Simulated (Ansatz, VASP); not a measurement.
**AlN in VASP and in Ansatz**

```
Al N
1.0
     3.37708    0.00000    0.00000
    -1.68854    2.92463    0.00000
     0.00000    0.00000    4.26969
Al N
2 2
Direct
  0.66667 0.33333 0.25000
  0.33333 0.66667 0.75000
  0.66667 0.33333 0.75000
  0.33333 0.66667 0.25000
```

Change from the starting cell: volume scaled by 1.06.

Alike in both runs: task single point; functional LDA; k mesh 9 × 9 × 7; occupations fermi-dirac, width 0.05 eV; no spin polarisation.

|  | VASP | Ansatz |
| --- | --- | --- |
| version | VASP 6.6.1 | Ansatz 0.2.0 |
| potentials or method | VASP PAW LDA potentials, release 64 (Al, N), cutoff 520 eV | all-electron LAPW, scalar-relativistic |

```tsv
	VASP	Ansatz	Ansatz less VASP
gap on the k mesh at the Fermi level (eV)	2.85	2.84	-0.004
least direct gap on the mesh (eV)	2.85	2.84	-0.004
pressure (GPa)	-18.2	-18.5	-0.25
traceless stress, the component that is largest in VASP (GPa)	1.18	1.34	+0.156
```

LDA's correlation is that of Perdew and Zunger in VASP and of Perdew and Wang (1992) in Ansatz. Ansatz ran all-electron here, and VASP with PAW potentials.
